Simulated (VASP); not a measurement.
A run of VASP 6.6.1 is set up as follows.

Contents of INCAR:

```
  PREC = Accurate
  ENCUT = 520
  EDIFF = 1E-6
  ISMEAR = 0
  SIGMA = 0.02
  LREAL = False
  LASPH = True
  NELM = 80
  ALGO = Normal
  ISIF = 2
  LWAVE = False
  LCHARG = False
  LDIPOL = True
  IDIPOL = 3
  DIPOL = 0.5 0.5 0.299
  GGA = PE
  NBANDS = 16
```

KPOINTS

```
regular mesh
0
Gamma
  6 6 1
```

Contents of POSCAR:

```
CdS
1.0
    6.6757198781      0.0000000000      0.0000000000
    0.0000000000      4.3850640206      0.0000000000
    0.0000000000      0.0000000000     26.7429536000
Cd S
1 1
Direct
    0.5000000000      0.0000000000      0.3140792005
    0.5000000000      0.5000000000      0.2842092398
```

Potentials or basis: VASP PAW PBE potentials, release 64 (Cd, S).

Launch:

```bash
$ cat potpaw_PBE.64/Cd/POTCAR potpaw_PBE.64/S/POTCAR > POTCAR
$ mpirun -np 1 vasp_std > vasp.out
```

Predict the band gap on the k mesh.

1.88 eV, indirect (least direct gap 2.60 eV).

Predict the largest force.

0.058 eV/Å.

Forces in eV/Å, atoms in the order of the input:
```
Cd   0.000  0.000  0.058
S    0.000  0.000 -0.058
```
